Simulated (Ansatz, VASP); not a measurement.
**Two plane-wave programs on NbTe4Mo**

```
Nb Te Mo
1.0
     3.62338    0.00000    0.00000
    -1.81169    3.13794    0.00000
     0.00000    0.00000   14.73590
Nb Te Mo
1 4 1
Cartesian
  0.0000 2.0920 0.0000
  0.0000 2.0920 5.5846
  1.8117 1.0460 12.8685
  0.0000 2.0920 9.1513
  1.8117 1.0460 1.8674
  1.8117 1.0460 7.3679
```

Alike in both runs: functional PBE; k mesh 12 × 12 × 4; occupations gaussian, width 0.1 eV; no spin polarisation.

Ansatz relaxed the structure, and its values are those at the end. VASP's run is a single point on that final structure, the one shown.

```csv
,VASP,Ansatz
version,VASP 6.6.1,Ansatz 0.2.0
potentials or method,"VASP PAW PBE potentials, release 64 (Nb_sv, Te, Mo_sv), cutoff 520 eV","scalar-relativistic, plane waves, PAW"
valence electrons in the cell,51,91
```

```csv
,VASP,Ansatz,Ansatz less VASP
gap on the k mesh at the Fermi level (eV),none,none,-
pressure (GPa),0.0,0.0,+0.04
rms of the force components (eV/Å),0.005,0.000,-0.0048
```

A gap of «none» marks a metal or a gap that the smearing closes. With one functional, cell and mesh, what is left measures potentials, basis and numerics. VASP's potentials hold 51 valence electrons a cell and Ansatz's 91, so a difference there can come from the potentials and not from the codes.

Spin-orbit coupling is off throughout.
